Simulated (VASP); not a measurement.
Here is a VASP 6.6.1 calculation.

The input INCAR:

```
SYSTEM = PrHRh3
PREC = Accurate
ENCUT = 500
EDIFF = 1E-6
ISMEAR = 0
SIGMA = 0.1
LREAL = .False.
LASPH = .True.
NELM = 200
ALGO = Normal
ISIF = 2
LWAVE = .False.
LCHARG = .False.
GGA = PE
NBANDS = 36
GGA_COMPAT = .False.
LMAXMIX = 6
```

KPOINTS

```
Automatic mesh
0
Gamma
  6 6 6
  0 0 0
```

The input POSCAR:

```
PrHRh3
1.0
    3.0438524649      1.7573690400      2.5009116186
   -3.0438524649      1.7573690400      2.5009116186
    0.0000000000     -3.5147380800      2.5009116186
Pr H Rh
1 1 3
Direct
    0.9811904853      0.9811904853      0.9811904853
    0.6199895370      0.6199895370      0.6199895370
    0.4771709626     -0.0018561276      0.4771709626
    0.4771709626      0.4771709626     -0.0018561276
   -0.0018561276      0.4771709626      0.4771709626
```

Potentials or basis: VASP PAW PBE potentials, release 64 (Pr_3, H, Rh_pv), 4f in core.

The run is started by

```sh
$ cat potpaw_PBE.64/Pr_3/POTCAR potpaw_PBE.64/H/POTCAR potpaw_PBE.64/Rh_pv/POTCAR > POTCAR
$ mpirun -np 1 vasp_std > vasp.out
```

Question: What does it give for the band gap on the k mesh?

Answer: Zero (an odd number of electrons rules out a gap without spin polarisation).

Question: Estimate the pressure.

Answer: -10.1 GPa.

Caveat: the cell stands under tension; spin-orbit coupling is left out, which moves the levels of the heavy elements; the 4f electrons are frozen in the core, so they carry no moment and show no levels. Spin polarisation is off, so any magnetic state and its effect on volume and gap are missing.
